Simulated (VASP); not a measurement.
Write the native input for VASP 6.6.1 that does the following.

```yaml
Task: single point
Functional: LDA
Potentials_or_basis: VASP PAW LDA potentials, release 64 (Cs_sv, I)
Cutoff: 500 eV
k_mesh: 4 × 4 × 4
Occupations: gaussian, width 0.01 eV
Spin: no spin polarisation
Dipole_correction: no
Further_INCAR_settings: ALGO = Normal; EDIFF = 1e-06; NBANDS = 15
```

The structure of CsI lies in POSCAR:

```
CsI
1.0
    4.5205685632      0.0000000000      0.0000000000
    0.0000000000      4.5205685632      0.0000000000
    0.0000000000      0.0000000000      4.5205685632
Cs I
1 1
Direct
    0.0000000000      0.0000000000      0.0000000000
    0.5000000000      0.5000000000      0.5000000000
```

These files were run (other wordings do the same):

INCAR

```
SYSTEM = CsI
PREC     = Accurate       ! precision mode
ENCUT    = 500            ! plane-wave cutoff, eV
EDIFF    = 1E-6           ! SCF threshold, eV
ISMEAR   = 0              ! smearing method
SIGMA    = 0.01           ! smearing width, eV
LREAL    = .False.        ! projectors in reciprocal space
LASPH    = .True.         ! aspherical terms in the spheres
NELM     = 120            ! most SCF steps
ALGO     = Normal         ! electronic algorithm
ISIF     = 2              ! what is computed and relaxed
LWAVE    = .False.        ! write WAVECAR
LCHARG   = .False.        ! write CHGCAR
NBANDS   = 15             ! bands
GGA_COMPAT= .False.
```

KPOINTS

```
Automatic mesh
0
Gamma
  4 4 4
  0 0 0
```

Potentials or basis: VASP PAW LDA potentials, release 64 (Cs_sv, I).

Launch:

```sh
$ cat potpaw_LDA.64/Cs_sv/POTCAR potpaw_LDA.64/I/POTCAR > POTCAR
$ mpirun -np 1 vasp_std > vasp.out
```

Results of the run:

* Pressure: -1.0 GPa
* Band gap on the k mesh: 3.64 eV (least direct gap 3.72 eV)

Caveat: spin-orbit coupling is left out, which moves the levels of the heavy elements.

Wall time 6.4 s on 1 thread of Intel(R) Xeon(R) 6975P-C (Granite Rapids) (shared host), peak memory 0.17 GiB.
